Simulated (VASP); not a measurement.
Here is a VASP 6.6.1 calculation.

The input INCAR:

```
SYSTEM = ZnSe
PREC = Accurate
ENCUT = 600
EDIFF = 1E-8
ISMEAR = 0
SIGMA = 0.01
LREAL = .FALSE.
LASPH = .TRUE.
NELM = 80
ALGO = Normal
ISIF = 3
LWAVE = .FALSE.
LCHARG = .TRUE.
GGA = CA
NBANDS = 16
IBRION = 6
NFREE = 2
POTIM = 0.015
NSW = 1
```

KPOINTS

```
Automatic mesh
0
G
  7 7 7
  0 0 0
```

The input POSCAR:

```
ZnSe
1.0
    0.0000000000      2.8338000000      2.8338000000
    2.8338000000      0.0000000000      2.8338000000
    2.8338000000      2.8338000000      0.0000000000
Se Zn
1 1
Direct
    0.7500000000      0.7500000000      0.7500000000
    0.0000000000      0.0000000000      0.0000000000
```

Potentials or basis: VASP PAW LDA potentials, release 64 (Se, Zn).

Run with:

```console
$ cat potpaw_LDA.64/Se/POTCAR potpaw_LDA.64/Zn/POTCAR > POTCAR
$ mpirun -np 1 vasp_std > vasp.out
```

Task: Estimate the elastic constants C11, C12, C44.

Result: 86, 47, 41 GPa.

Task: Estimate the Voigt bulk modulus.

Result: 60 GPa.

Task: What does it give for the highest phonon frequency at Γ, LO-TO splitting left out?

Result: 200 cm⁻¹.

Elastic tensor in Voigt notation (GPa, in the Cartesian axes of the cell as first typed):
```
86 47 47  0  0  0
47 86 47  0  0  0
47 47 86  0  0  0
 0  0  0 41  0  0
 0  0  0  0 41  0
 0  0  0  0  0 41
```

Caveat: the cell is under stress, which shifts elastic constants.
